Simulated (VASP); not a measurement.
# Fe (P6_3/mmc) in VASP: a series of runs

The runs below take Fe through single point, with LDA.

Program: VASP 6.6.1. These are calculated values, not measurements. Logs are shortened: lines on timing, memory, paths and dates and some standing lists are left out, and cuts for length are marked.

## (1) The cell of the first run

Symmetry: P6_3/mmc, No. 194, hexagonal system. Conventional cell: a = 2.429 Å, b = 2.429 Å, c = 7.817 Å, α = 90.00°, β = 90.00°, γ = 120.00°. Fe (site symmetry -3m) has 12 Fe at 2.41 to 2.43 Å within 3.2 Å. Fe (site symmetry -6m2) has 12 Fe at 2.41 to 2.43 Å within 3.2 Å.

This isn't the form of Fe at room conditions, which is bcc.

## (2) Single point, LDA (9.98 Å³/atom)

File INCAR:

```
ALGO     = Normal         # electronic algorithm
EDIFF    = 1E-7           # SCF threshold, eV
ENCUT    = 520            # plane-wave cutoff, eV
ISIF     = 2              # what is computed and relaxed
ISMEAR   = -1             # smearing method
LASPH    = T              # aspherical terms in the spheres
LCHARG   = F              # write CHGCAR
LREAL    = F              # projectors in reciprocal space
LWAVE    = F              # write WAVECAR
NBANDS   = 24             # bands
NELM     = 100            # most SCF steps
PREC     = Accurate       # precision mode
SIGMA    = 0.1            # smearing width, eV
```

File KPOINTS:

```
k-points
0
Gamma
  17 17 5
```

File POSCAR:

```
Fe
1.0
    2.4287540096      0.0000000000      0.0000000000
   -1.2143770048      2.1033626719      0.0000000000
    0.0000000000      0.0000000000      7.8166380747
Fe
4
Direct
    1.0000000000      0.0000000000      0.0000000000
    1.0000000000      0.0000000000      0.5000000000
    0.3333333333      0.6666666667      0.2500000000
    0.6666666667      0.3333333333      0.7500000000
```

Potentials or basis: VASP PAW LDA potentials, release 64 (Fe).

The run is started by

```bash
> cat potpaw_LDA.64/Fe/POTCAR > POTCAR
> mpirun -np 1 vasp_std > vasp.out
```

OUTCAR:

```text
EDIFF = 1E-7
   ENCUT = 520
   ISIF = 2
   ISMEAR = -1
   LASPH = T
   LREAL = F
   NELM = 100
   PREC = Accurate

 ion  position               nearest neighbor table
   1  0.000  0.000  0.000-   3 2.41   4 2.41   4 2.41   3 2.41   4 2.41   3 2.41
   2  0.000  0.000  0.500-   3 2.41   4 2.41   4 2.41   3 2.41   4 2.41   3 2.41
   3  0.333  0.667  0.250-   1 2.41   2 2.41   1 2.41   2 2.41   1 2.41   2 2.41
   4  0.667  0.333  0.750-   1 2.41   2 2.41   1 2.41   2 2.41   1 2.41   2 2.41

  LATTYP: Found a hexagonal cell.
 ALAT       =     2.4287540096
 C/A-ratio  =     3.2183737191

  Lattice vectors:

 A1 = (   2.4287540096,   0.0000000000,   0.0000000000)
 A2 = (  -1.2143770048,   2.1033626719,   0.0000000000)
 A3 = (   0.0000000000,   0.0000000000,   7.8166380747)

Analysis of symmetry for initial positions (statically):
=====================================================================
 Subroutine PRICEL returns:
 Original cell was already a primitive cell.

 Routine SETGRP: Setting up the symmetry group for a
 hexagonal supercell.

 Subroutine GETGRP returns: Found 24 space group operations
 (whereof 12 operations were pure point group operations)
 out of a pool of 24 trial point group operations.

The static configuration has the point symmetry D_3d.
 The point group associated with its full space group is D_6h.

Analysis of symmetry for dynamics (positions and initial velocities):
=====================================================================
 Subroutine PRICEL returns:
 Original cell was already a primitive cell.

 Routine SETGRP: Setting up the symmetry group for a
 hexagonal supercell.

 Subroutine GETGRP returns: Found 24 space group operations
 (whereof 12 operations were pure point group operations)
 out of a pool of 24 trial point group operations.

The dynamic configuration has the point symmetry D_3d.
 The point group associated with its full space group is D_6h.

 Subroutine INISYM returns: Found 24 space group operations
 (whereof 12 operations are pure point group operations),
 and found     1 'primitive' translations

----------------------------------------------------------------------------------------

                                     Primitive cell

  volume of cell :      39.9317

  direct lattice vectors                    reciprocal lattice vectors
     2.428754010  0.000000000  0.000000000     0.411733752  0.237714592  0.000000000
    -1.214377005  2.103362672  0.000000000     0.000000000  0.475429185  0.000000000
     0.000000000  0.000000000  7.816638075     0.000000000  0.000000000  0.127932238

  length of vectors
     2.428754010  2.428754010  7.816638075     0.475429185  0.475429185  0.127932238

  position of ions in fractional coordinates (direct lattice)
     0.000000000  0.000000000  0.000000000
     0.000000000  0.000000000  0.500000000
     0.333333333  0.666666667  0.250000000
     0.666666667  0.333333333  0.750000000

  ion indices of the primitive-cell ions
   primitive index   ion index
                 1           1
                 2           2
                 3           3
                 4           4

----------------------------------------------------------------------------------------

 KPOINTS: k-points

Automatic generation of k-mesh.
 Grid dimensions read from file:
 generate k-points for:   17   17    5

 Generating k-lattice:

  Cartesian coordinates                     Fractional coordinates (reciprocal lattice)
     0.024219632  0.013983211  0.000000000     0.058823529  0.000000000  0.000000000
     0.000000000  0.027966423  0.000000000     0.000000000  0.058823529  0.000000000
     0.000000000  0.000000000  0.025586448     0.000000000  0.000000000  0.200000000

  Length of vectors
     0.027966423  0.027966423  0.025586448

  Shift w.r.t. Gamma in fractional coordinates (k-lattice)
     0.000000000  0.000000000  0.000000000

 Subroutine IBZKPT returns following result:
 ===========================================

 Found     99 irreducible k-points:

 Following reciprocal coordinates:
            Coordinates               Weight
  0.000000  0.000000  0.000000      1.000000
  0.058824  0.000000  0.000000      6.000000
  0.117647 -0.000000  0.000000      6.000000
  0.176471  0.000000  0.000000      6.000000
  0.235294 -0.000000  0.000000      6.000000
  0.294118  0.000000  0.000000      6.000000
[... 16 lines left out ...]
  0.411765  0.117647  0.000000     12.000000
  0.176471  0.176471  0.000000      6.000000
 [... further k-points ...]
   k-points           NKPTS =     99   k-points in BZ     NKDIM =     99   number of bands    NBANDS=     24
   number of dos      NEDOS =    301   number of ions     NIONS =      4
   total plane-waves  NPLWV =  19440
   dimension x,y,z NGX =    18 NGY =   18 NGZ =   60
   dimension x,y,z NGXF=    36 NGYF=   36 NGZF=  120
   ions per type =               4
   NGX,Y,Z   is equivalent  to a cutoff of  12.32, 12.32, 12.76 a.u.
   NGXF,Y,Z  is equivalent  to a cutoff of  24.64, 24.64, 25.52 a.u.
 SYSTEM =  unknown system
   PREC   = accura    normal or accurate (medium, high low for compatibility)
   ISTART =      0    job   : 0-new  1-cont  2-samecut
   ICHARG =      2    charge: 1-file 2-atom 10-const
   ISPIN  =      1    spin polarized calculation?
   LNONCOLLINEAR =      F non collinear calculations
   LSORBIT =      F    spin-orbit coupling
   LASPH  =      T    aspherical Exc in radial PAW
   ENCUT  =  520.0 eV  38.22 Ry    6.18 a.u.   4.52  4.52 14.53*2*pi/ulx,y,z
   NELM   =    100;   NELMIN=  2; NELMDL= -5     # of ELM steps
   EDIFF  = 0.1E-06   stopping-criterion for ELM
   LREAL  =      F    real-space projection
   EDIFFG = 0.1E-05   stopping-criterion for IOM
   NSW    =      0    number of steps for IOM
   IBRION =     -1    ionic relax: 0-MD 1-quasi-New 2-CG
   NFREE  =      0    steps in history (QN), initial steepest desc. (CG)
   ISIF   =      2    stress and relaxation
   ISYM   =      2    0-nonsym 1-usesym 2-fastsym
   POTIM  = 0.5000    time-step for ionic-motion
   TEBEG  =    0.0;   TEEND  =   0.0 temperature during run
   PSTRESS=    0.0 pullay stress
   NELECT =      32.0000    total number of electrons
   NUPDOWN=      -1.0000    fix difference up-down
   EMIN   =  10.00;   EMAX   =-10.00  energy-range for DOS
   EFERMI =   0.00;   METHOD = LEGACY
   ISMEAR =    -1;   SIGMA  =   0.10  broadening in eV -4-tet -1-fermi 0-gaus
   EFERMI_NEDOS =   21; number of points for ismear=-14 and -15
   IALGO  =     38    algorithm
   IMIX   =      4    mixing-type and parameters
     AMIX     =   0.40;   BMIX     =  1.00
     AMIX_MAG =   1.60;   BMIX_MAG =  1.00
  volume/ion in A,a.u.               =       9.98        67.37
  Fermi-wavevector in a.u.,A,eV,Ry     =   1.520614  2.873543 31.460293  2.312266
  Thomas-Fermi vector in A             =   2.629441
   LORBIT       =      0    0 simple, 1 ext, 2 COOP (PROOUT), +10 PAW based schemes
   GGA     = CA    functional components
   LHFCALC =     F    Hartree Fock is set to
   AEXX    =    0.0000 exact exchange contribution
   IVDW    =     0    specifies the selected vdW correction
   LEPSILON=     F    determine dielectric tensor
   LRPA    =     F    only Hartree local field effects (RPA)
 non-spin polarized calculation
  energy-cutoff  :      520.00
  volume of cell :       39.93
 maximum number of plane-waves:      1103
 NGX is ok and might be reduce to    18
   NGX =  9   NGY =  9   NGZ = 29

 number of electron      32.0000033 magnetization

 Free energy of the ion-electron system (eV)
  ---------------------------------------------------
  ext. energy  EPLUGINS =         0.00000000
  ---------------------------------------------------
  free energy    TOTEN  =       -37.43924264 eV

  energy without entropy =      -37.22254203  energy(sigma->0) =      -37.33089233

 E-fermi :   6.9824     XC(G=0): -14.1934

 val. band max:        6.9821455953   @ k =   0.1765   0.0588   0.4000
 cond. band min:       6.9826879933   @ k =   0.2941   0.1176   0.4000
 fundamental gap:      0.0005423980
 Fermi energy:         6.9823936571

 k-point     1 :       0.0000    0.0000    0.0000
  band No.  band energies     occupation
      1      -1.9829      2.00000
      2       0.4209      2.00000
      3       0.4281      2.00000
      4       1.9474      2.00000
      5       4.7853      2.00000
      6       4.7860      2.00000
[... 16 lines left out ...]
     23       7.9122      0.00018
     24       7.9122      0.00018

 k-point     2 :       0.0588    0.0000    0.0000
  band No.  band energies     occupation
      1      -1.8502      2.00000
      2       0.5341      2.00000
      3       0.5407      2.00000
      4       2.0403      2.00000
      5       4.6586      2.00000
      6       4.7241      2.00000
[... 16 lines left out ...]
     23       7.9223      0.00017
     24       8.7606      0.00000

 k-point     3 :       0.1176   -0.0000    0.0000
  band No.  band energies     occupation
      1      -1.4603      2.00000
      2       0.8552      2.00000
      3       0.8597      2.00000
      4       2.2993      2.00000
      5       4.3962      2.00000
      6       4.5677      2.00000
[... 16 lines left out ...]
     23       7.9507      0.00012
     24       9.9376      0.00000
[... 514 lines left out ...]
 k-point    23 :       0.4118    0.1176    0.0000
  band No.  band energies     occupation
      1       2.1251      2.00000
      2       2.1796      2.00000
      3       2.6137      2.00000
      4       3.1187      2.00000
      5       3.5143      2.00000
      6       3.5309      2.00000
[... 16 lines left out ...]
     23      11.1410      0.00000
     24      12.6381      0.00000

 k-point    24 :       0.1765    0.1765    0.0000
  band No.  band energies     occupation
      1       1.0943      2.00000
      2       2.3482      2.00000
      3       2.3563      2.00000
      4       3.3934      2.00000
      5       3.5172      2.00000
      6       3.7123      2.00000
[... 16 lines left out ...]
     23       8.8609      0.00000
     24      14.3370      0.00000

 [... further k-points ...]

------------------------ aborting loop because EDIFF is reached ----------------------------------------

  FORCE on cell =-STRESS in cart. coord.  units (eV):
  Direction    XX          YY          ZZ          XY          YZ          ZX
  --------------------------------------------------------------------------------------
  -------------------------------------------------------------------------------------
  Total       -3.0893634     -3.0893634     -3.1872978      0.0000000      0.0000000     -0.0000000
  in kB     -123.9543807   -123.9543807   -127.8837988      0.0000000      0.0000000     -0.0000000
  external PRESSURE =    -125.2641868 kB  Pullay stress =       0.0000000 kB

 VOLUME and BASIS-vectors are now :
 -----------------------------------------------------------------------------
  energy-cutoff  :      520.00
  volume of cell :       39.93
      direct lattice vectors                 reciprocal lattice vectors
     2.428754010  0.000000000  0.000000000     0.411733752  0.237714592  0.000000000
    -1.214377005  2.103362672  0.000000000     0.000000000  0.475429185  0.000000000
     0.000000000  0.000000000  7.816638075     0.000000000  0.000000000  0.127932238

 POSITION                                       TOTAL-FORCE (eV/Angst)
 -----------------------------------------------------------------------------------
      0.00000      0.00000      0.00000         0.000000      0.000000      0.000000
      0.00000      0.00000      3.90832         0.000000      0.000000      0.000000
     -0.00000      1.40224      1.95416        -0.000000      0.000000     -0.000000
      1.21438      0.70112      5.86248         0.000000     -0.000000     -0.000000
 -----------------------------------------------------------------------------------
    total drift:                                0.000000     -0.000000      0.000000

  FREE ENERGIE OF THE ION-ELECTRON SYSTEM (eV)
  ---------------------------------------------------
  free  energy   TOTEN  =       -37.4392426374 eV

  energy  without entropy=      -37.2225420312  energy(sigma->0) =      -37.33089233
```

Run time: 2.1 min. Hardware: 1 thread of Intel Xeon 8259CL, shared host; peak memory 0.19 GiB.

Results:

```
Free energy            : -37.4392 eV
Pressure               : -12.5 GPa
Band gap on the k mesh : zero (bands 16 and 17 overlap by 1.79 eV)
```

Stress tensor (GPa, compression positive):
```
-12.40   0.00   0.00
  0.00 -12.40   0.00
  0.00   0.00 -12.79
```

Caveat: the cell stands under tension; the run has no spin polarisation, though such a crystal can be magnetic.

## (3) Single point, LDA (10.37 Å³/atom)

This run uses another cell than the first one, of 10.37 Å³/atom.

File INCAR:

```
  PREC = Accurate
  ENCUT = 520
  EDIFF = 1E-6
  ISMEAR = -1
  SIGMA = 0.1
  LREAL = F
  LASPH = T
  NELM = 80
  ALGO = Normal
  ISIF = 2
  LWAVE = F
  LCHARG = F
  NBANDS = 24
```

File KPOINTS:

```
Automatic mesh
0
Gamma
  17 17 5
```

File POSCAR:

```
Fe
1.0
    2.4595009953      0.0000000000      0.0000000000
   -1.2297504977      2.1299903426      0.0000000000
    0.0000000000      0.0000000000      7.9155933654
Fe
4
Direct
    1.0000000000      0.0000000000      0.0000000000
    1.0000000000      0.0000000000      0.5000000000
    0.3333333333      0.6666666667      0.2500000000
    0.6666666667      0.3333333333      0.7500000000
```

Potentials or basis: VASP PAW LDA potentials, release 64 (Fe).

The run is started by

```bash
> cat potpaw_LDA.64/Fe/POTCAR > POTCAR
> mpirun -np 1 vasp_std > vasp.out
```

It took 1.8 min on 1 thread of Intel Xeon 8259CL, shared host; peak memory 0.19 GiB.

Results (log left out):

```yaml
Free_energy: -37.2709 eV
Pressure: -22.3 GPa
Band_gap_on_the_k_mesh: zero (bands 16 and 17 overlap by 1.69 eV)
```

Stress tensor (GPa, compression positive):
```
-22.14   0.00   0.00
  0.00 -22.14   0.00
  0.00   0.00 -22.70
```

Levels at points of the mesh, in eV from the Fermi level:
```csv
k point,band 12,band 13,band 14,band 15,band 16,band 17,band 18,band 19,band 20,band 21
"(0.00, 0.00, 0.00)",-1.37,-1.37,-1.30,-1.30,-0.46,-0.46,-0.02,-0.02,0.34,0.34
```

Caveat: the cell stands under tension; the run has no spin polarisation, though such a crystal can be magnetic.
